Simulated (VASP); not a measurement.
# Rh (Cmcm) in VASP: notebook, part 2 of 2

VASP 6.6.1. Earlier steps stand in the parts before.

## 4. Single point, LDA

This run uses another cell than the first one, of the same volume but with other edges.

Input file INCAR:

```
SYSTEM = Rh
PREC = Accurate
ENCUT = 520
EDIFF = 1E-6
ISMEAR = 0
SIGMA = 0.15
LREAL = .False.
LASPH = .True.
NELM = 80
ALGO = Fast
ISIF = 2
LWAVE = .False.
LCHARG = .False.
NBANDS = 38
```

Input file KPOINTS:

```
regular mesh
0
Gamma
  18 18 6
  0 0 0
```

Input file POSCAR:

```
Rh
1.0
    2.8521676970      0.0000000000      0.0000000000
   -1.4260838485      2.3011377267      0.0000000000
    0.0000000000      0.0000000000      8.0315990299
Rh
4
Direct
    0.0000000000      0.0000000000      0.0000000000
    0.3333333333      0.6666666667      0.2500000000
    0.0000000000      0.0000000000      0.5000000000
    0.6666666667      0.3333333333      0.7500000000
```

Potentials or basis: VASP PAW LDA potentials, release 64 (Rh_pv).

On the command line:

```sh
$ cat potpaw_LDA.64/Rh_pv/POTCAR > POTCAR
$ mpirun -np 1 vasp_std > vasp.out
```

OUTCAR:

```text
SYSTEM = Rh
   PREC = Accurate
   ENCUT = 520
   EDIFF = 1E-6
   ISMEAR = 0
   LREAL = .False.
   LASPH = .True.
   NELM = 80
   ISIF = 2

 ion  position               nearest neighbor table
   1  0.000  0.000  0.000-   2 2.53   4 2.53   4 2.58   2 2.58   4 2.58   2 2.58
   2  0.333  0.667  0.250-   1 2.53   3 2.53   1 2.58   3 2.58   1 2.58   3 2.58
   3  0.000  0.000  0.500-   2 2.53   4 2.53   4 2.58   2 2.58   4 2.58   2 2.58
   4  0.667  0.333  0.750-   1 2.53   3 2.53   1 2.58   3 2.58   1 2.58   3 2.58

  Warning from LATTYP: Monoclinic adjustment (A1->A3, A2->A1, A3->A2)!
  LATTYP: Found a base centered orthorhombic cell.
 ALAT       =     2.8521676970
 B/A-ratio  =     1.6136061909
 C/A-ratio  =     2.8159631141

  Lattice vectors:

 A1 = (   1.4260838485,  -2.3011377267,   0.0000000000)
 A2 = (   1.4260838485,   2.3011377267,   0.0000000000)
 A3 = (   0.0000000000,   0.0000000000,   8.0315990299)

Analysis of symmetry for initial positions (statically):
=====================================================================
 Subroutine PRICEL returns:
 Original cell was already a primitive cell.

 Routine SETGRP: Setting up the symmetry group for a
 base centered orthorhombic supercell.

 Subroutine GETGRP returns: Found  8 space group operations
 (whereof  4 operations were pure point group operations)
 out of a pool of  8 trial point group operations.

The static configuration has the point symmetry C_2h.
 The point group associated with its full space group is D_2h.

Analysis of symmetry for dynamics (positions and initial velocities):
=====================================================================
 Subroutine PRICEL returns:
 Original cell was already a primitive cell.

 Routine SETGRP: Setting up the symmetry group for a
 base centered orthorhombic supercell.

 Subroutine GETGRP returns: Found  8 space group operations
 (whereof  4 operations were pure point group operations)
 out of a pool of  8 trial point group operations.

The dynamic configuration has the point symmetry C_2h.
 The point group associated with its full space group is D_2h.

[... 119 lines left out ...]
   IALGO  =     68    algorithm
   IMIX   =      4    mixing-type and parameters
     AMIX     =   0.40;   BMIX     =  1.00
     AMIX_MAG =   1.60;   BMIX_MAG =  1.00
  volume/ion in A,a.u.               =      13.18        88.93
  Fermi-wavevector in a.u.,A,eV,Ry     =   1.709302  3.230112 39.752302  2.921712
  Thomas-Fermi vector in A             =   2.787810
   LORBIT       =      0    0 simple, 1 ext, 2 COOP (PROOUT), +10 PAW based schemes
   GGA     = CA    functional components
   LHFCALC =     F    Hartree Fock is set to
   AEXX    =    0.0000 exact exchange contribution
   IVDW    =     0    specifies the selected vdW correction
   LEPSILON=     F    determine dielectric tensor
   LRPA    =     F    only Hartree local field effects (RPA)
 non-spin polarized calculation
 RMM-DIIS sequential band-by-band and
 Gauss-broadening in eV      SIGMA  =   0.15
  energy-cutoff  :      520.00
  volume of cell :       52.71
 maximum number of plane-waves:      1454
 NGX is ok and might be reduce to    24

 number of electron      59.9999999 magnetization

 Free energy of the ion-electron system (eV)
  ---------------------------------------------------
  ext. energy  EPLUGINS =         0.00000000
  ---------------------------------------------------
  free energy    TOTEN  =       -34.09010739 eV

  energy without entropy =      -34.02042280  energy(sigma->0) =      -34.05526509

 E-fermi :  12.5495     XC(G=0): -14.6062

 val. band max:       12.5492662326   @ k =   0.5000   0.2222   0.0000
 cond. band min:      12.5518141561   @ k =   0.3889  -0.0000   0.0000
 fundamental gap:      0.0025479235
 Fermi energy:        12.5494855523

 k-point     1 :       0.0000    0.0000    0.0000
  band No.  band energies     occupation
      1     -34.7752      2.00000
      2     -34.2605      2.00000
      3     -34.2286      2.00000
      4     -33.8971      2.00000
      5     -33.8909      2.00000
      6     -33.8153      2.00000
[... 973 lines left out ...]
     37      22.9011      0.00000
     38      25.0231      0.00000

 [... further k-points ...]
[... 5 lines left out ...]
  --------------------------------------------------------------------------------------
  -------------------------------------------------------------------------------------
  Total       -3.2925050      0.8053032     10.7093726      0.0000000     -0.0000000      0.0000000
  in kB     -100.0730955     24.4765561    325.5029459      0.0000000     -0.0000000      0.0000000
  external PRESSURE =      83.3021355 kB  Pullay stress =       0.0000000 kB

 VOLUME and BASIS-vectors are now :
 -----------------------------------------------------------------------------
  energy-cutoff  :      520.00
  volume of cell :       52.71
      direct lattice vectors                 reciprocal lattice vectors
     2.852167697  0.000000000  0.000000000     0.350610520  0.217283822  0.000000000
    -1.426083849  2.301137727  0.000000000     0.000000000  0.434567644  0.000000000
     0.000000000  0.000000000  8.031599030     0.000000000  0.000000000  0.124508208

 POSITION                                       TOTAL-FORCE (eV/Angst)
 -----------------------------------------------------------------------------------
      0.00000      0.00000      0.00000         0.000000      0.000000     -0.000000
     -0.00000      1.53409      2.00790         0.000000      0.348137      0.000000
      0.00000      0.00000      4.01580         0.000000      0.000000     -0.000000
      1.42608      0.76705      6.02370         0.000000     -0.348137      0.000000
 -----------------------------------------------------------------------------------
    total drift:                               -0.000000      0.000000     -0.000000

  FREE ENERGIE OF THE ION-ELECTRON SYSTEM (eV)
  ---------------------------------------------------
  free  energy   TOTEN  =       -34.0901073865 eV

  energy  without entropy=      -34.0204228013  energy(sigma->0) =      -34.05526509
```

OSZICAR:

```text
N       E                     dE             d eps       ncg     rms          rms(c)
DAV:   1     0.777487886589E+03    0.77749E+03   -0.36491E+04 28056   0.184E+03
DAV:   2    -0.996828864110E+01   -0.78746E+03   -0.76506E+03 28918   0.579E+02
DAV:   3    -0.359328156082E+02   -0.25965E+02   -0.25292E+02 30734   0.115E+02
DAV:   4    -0.361859302757E+02   -0.25311E+00   -0.25290E+00 30644   0.115E+01
DAV:   5    -0.361902284949E+02   -0.42982E-02   -0.42981E-02 30930   0.151E+00    0.244E+01
RMM:   6    -0.341915670071E+02    0.19987E+01   -0.55804E+00 27835   0.157E+01    0.906E+00
RMM:   7    -0.341937752140E+02   -0.22082E-02   -0.59966E-01 28573   0.400E+00    0.439E+00
RMM:   8    -0.341260188277E+02    0.67756E-01   -0.22049E-01 28435   0.285E+00    0.294E+00
RMM:   9    -0.340918129188E+02    0.34206E-01   -0.60738E-02 28650   0.195E+00    0.651E-01
RMM:  10    -0.340900476314E+02    0.17653E-02   -0.52275E-03 30083   0.542E-01    0.886E-02
RMM:  11    -0.340901033113E+02   -0.55680E-04   -0.47123E-04 31734   0.165E-01    0.185E-02
RMM:  12    -0.340901049312E+02   -0.16199E-05   -0.92906E-05 33665   0.688E-02    0.124E-02
RMM:  13    -0.340901071341E+02   -0.22029E-05   -0.22596E-05 35771   0.325E-02    0.568E-03
RMM:  14    -0.340901073865E+02   -0.25240E-06   -0.32276E-06 18963   0.148E-02
   1 F= -.34090107E+02 E0= -.34055265E+02  d E =-.696846E-01
```

Run time: 10 min. Hardware: 1 thread of Oxide Virtual Turin-like, shared host; peak memory 0.5 GiB.

What came out:

```
Free energy            : -34.0901 eV
Pressure               : 8.3 GPa
Largest force          : 0.348 eV/Å
Band gap on the k mesh : zero (band 30 reaches 13.37 eV, above the bottom of band 31 at 11.26 eV)
```

Forces in eV/Å, atoms in the order of the input:
```
Rh   0.000  0.000  0.000
Rh   0.000  0.348  0.000
Rh   0.000  0.000  0.000
Rh   0.000 -0.348  0.000
```

Levels at points of the mesh, in eV from the Fermi level:
```csv
k point,band 27,band 28,band 29,band 30,band 31,band 32,band 33,band 34
"(0.00, 0.00, 0.00)",-2.33,-2.10,-1.61,-1.48,-1.28,-0.36,-0.02,0.64
"(0.50, 0.00, 0.00)",0.06,0.11,0.42,0.78,0.82,0.94,1.26,2.03
"(0.00, 0.50, 0.00)",0.39,0.40,0.73,0.76,0.94,1.22,1.37,2.70
"(0.00, 0.00, 0.50)",-1.52,-1.52,-1.03,-1.03,-0.33,-0.33,0.05,0.05
"(0.50, 0.00, 0.50)",-0.14,-0.14,0.05,0.05,0.57,0.57,2.62,2.62
"(0.00, 0.50, 0.50)",-0.24,-0.24,0.26,0.26,0.72,0.72,3.12,3.12
```

Caveat: the cell differs from its parent crystal (strain +e along x and -e along y +0.0367, strain +e along z and -e/2 along x and y -0.0733).

## 5. Single point, LDA

Input file INCAR:

```
ALGO = Fast ; EDIFF = 1E-7
ENCUT = 520 ; ISIF = 2
ISMEAR = 0 ; LASPH = T
LCHARG = F ; LREAL = F
LWAVE = F ; NBANDS = 38
NELM = 80 ; PREC = Accurate
SIGMA = 0.15
```

Input file KPOINTS:

```
k-points
0
Gamma
  18 18 6
```

Input file POSCAR:

```
Rh
1.0
    2.9495561967      0.0000000000      0.0000000000
   -1.4747780983      2.0481149825      0.0000000000
    0.0000000000      0.0000000000      8.6668814394
Rh
4
Direct
    0.0000000000      0.0000000000      0.0000000000
    0.3333333333      0.6666666667      0.2500000000
    0.0000000000      0.0000000000      0.5000000000
    0.6666666667      0.3333333333      0.7500000000
```

On the command line:

```sh
$ cat potpaw_LDA.64/Rh_pv/POTCAR > POTCAR
$ mpirun -np 1 vasp_std > vasp.out
```

It took 18 min on 1 thread of Oxide Virtual Turin-like, shared host; peak memory 0.51 GiB.

The run converged. Its results:

* Free energy: -33.5525 eV
* Pressure: 14.1 GPa
* Largest force: 0.724 eV/Å
* Band gap on the k mesh: zero (band 30 reaches 14.23 eV, above the bottom of band 31 at 11.28 eV)

Forces in eV/Å, atoms in the order of the input:
```
Rh   0.000  0.000  0.000
Rh   0.000  0.724  0.000
Rh   0.000  0.000  0.000
Rh   0.000 -0.724  0.000
```

Stress tensor (GPa, compression positive):
```
-1.64  0.00  0.00
 0.00 44.65  0.00
 0.00  0.00 -0.73
```

Levels at points of the mesh, in eV from the Fermi level:
```
           k point  band 26  band 27  band 28  band 29  band 30  band 31  band 32  band 33  band 34  band 35
(0.00, 0.00, 0.00)    -1.49    -1.02    -0.89    -0.88    -0.57    -0.57    -0.55     0.30     0.32     0.65
(0.50, 0.00, 0.00)    -0.22    -0.06    -0.02     0.13     0.81     0.98     1.17     1.44     1.78     4.35
(0.00, 0.50, 0.00)     0.42     0.73     1.01     1.53     1.65     1.69     1.81     2.99     4.16     6.25
(0.00, 0.00, 0.50)    -1.41    -1.25    -1.25    -1.16    -1.16    -0.24    -0.24    -0.07    -0.07     0.52
(0.50, 0.00, 0.50)    -1.21     0.02     0.02     0.07     0.07     0.48     0.48     2.94     2.94     4.17
(0.00, 0.50, 0.50)    -0.69    -0.54    -0.54     1.57     1.57     1.77     1.77     4.42     4.42     6.21
```

Caveat: the cell differs from its parent crystal (strain +e along x and -e along y +0.1100, strain +e along z and -e/2 along x and y +0.0000).

## 6. The runs side by side

```tsv
cell	further INCAR settings	gap on the mesh (eV)	pressure (GPa)	largest force (eV/Å)
a = 2.803, b = 2.517, c = 8.985 Å, angles 90.0, 90.0, 123.8°, 4 atoms	ALGO = Fast; EDIFF = 1e-06; NBANDS = 38	none	9.6	0.30
a = 2.511, b = 2.808, c = 8.349 Å, angles 90.0, 90.0, 116.6°, 4 atoms	ALGO = Fast; EDIFF = 1e-07; NBANDS = 38	none	9.3	0.43
a = 2.852, b = 2.707, c = 8.032 Å, angles 90.0, 90.0, 121.8°, 4 atoms	ALGO = Fast; EDIFF = 1e-06; NBANDS = 38	none	8.3	0.35
a = 2.950, b = 2.524, c = 8.667 Å, angles 90.0, 90.0, 125.8°, 4 atoms	ALGO = Fast; EDIFF = 1e-07; NBANDS = 38	none	14.1	0.72
```

Alike in all rows: task single point; level LDA; potentials or basis VASP PAW LDA potentials, release 64 (Rh_pv); no spin polarisation; k mesh 18 × 18 × 6; cutoff (eV) 520; smearing gaussian 0.15 eV.

Total energies depend on the potentials used, so only differences within one code and one set of settings carry meaning.
